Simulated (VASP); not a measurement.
## SnSe (zincblende type): single point with PBE

Crystal: SnSe (zincblende type).

```xyz
2
Lattice="0.0000 3.4225 3.4225 3.4225 0.0000 3.4225 3.4225 3.4225 0.0000" Properties=species:S:1:pos:R:3 pbc="T T T"
Sn    0.0000    0.0000    0.0000
Se    1.7112    1.7112    1.7112
```

| Item | Value |
| --- | --- |
| Program | VASP 6.6.1 |
| Task | single point |
| Functional | PBE |
| Potentials or basis | VASP PAW PBE potentials, release 64 (Sn_d, Se) |
| Cutoff | 520 eV |
| k mesh | 12 × 12 × 12 |
| Occupations | fermi-dirac, width 0.05 eV |
| Spin | no spin polarisation |

| Quantity | Value |
| --- | --- |
| Pressure | -0.8 GPa |
| Band gap on the k mesh | 0.14 eV (least direct gap 0.73 eV) |

Levels at points of the mesh, in eV from the valence-band top:
| k point | band 8 | band 9 | band 10 | band 11 | band 12 | band 13 |
| --- | --- | --- | --- | --- | --- | --- |
| (0.00, 0.00, 0.00) | -2.11 | -2.11 | -2.11 | 1.52 | 1.52 | 1.52 |
| (0.50, 0.00, 0.00) | -2.60 | -2.60 | -2.09 | 2.25 | 2.25 | 3.21 |
| (0.50, 0.50, 0.00) | -3.25 | -3.25 | -0.59 | 0.14 | 4.17 | 4.17 |

It took 36 s on 1 thread of Intel(R) Xeon(R) 6975P-C (Granite Rapids), with other jobs on the host, peak memory 0.26 GiB.

Caveat: spin-orbit coupling is left out, which moves the levels of the heavy elements. A k mesh can miss the band edges.
